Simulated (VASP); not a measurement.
A run of VASP 6.6.1 is set up as follows.

INCAR

```
SYSTEM = CaO
PREC = Accurate
ENCUT = 520
EDIFF = 1E-7
ISMEAR = 0
SIGMA = 0.01
LREAL = .False.
LASPH = .True.
NELM = 80
ALGO = Normal
ISIF = 2
LWAVE = .False.
LCHARG = .True.
GGA = PE
LELF = .True.
LVHAR = .True.
NBANDS = 24
```

KPOINTS

```
regular mesh
0
Gamma
  9 9 4
  0 0 0
```

POSCAR

```
CaO
1.0
    3.2775180835      0.0000000000      0.0000000000
   -1.6387590417      2.8384139216      0.0000000000
    0.0000000000      0.0000000000      5.7475425552
Ca O
2 2
Direct
    0.0000000000      0.0000000000      0.0000000000
    0.0000000000      0.0000000000      0.5000000000
    0.3333333333      0.6666666667      0.2500000000
    0.6666666667      0.3333333333      0.7500000000
```

Potentials or basis: VASP PAW PBE potentials, release 64 (Ca_sv, O).

Launch:

```bash
$ cat potpaw_PBE.64/Ca_sv/POTCAR potpaw_PBE.64/O/POTCAR > POTCAR
$ mpirun -np 1 vasp_std > vasp.out
```

Problem. Predict the band gap on the k mesh.

Solution. 3.87 eV, direct.

Problem. What does it give for the pressure?

Solution. 7.9 GPa.

Stress tensor (GPa, compression positive):
```
7.61 0.00 0.00
0.00 7.61 0.00
0.00 0.00 8.46
```

 A k mesh can miss the band edges.
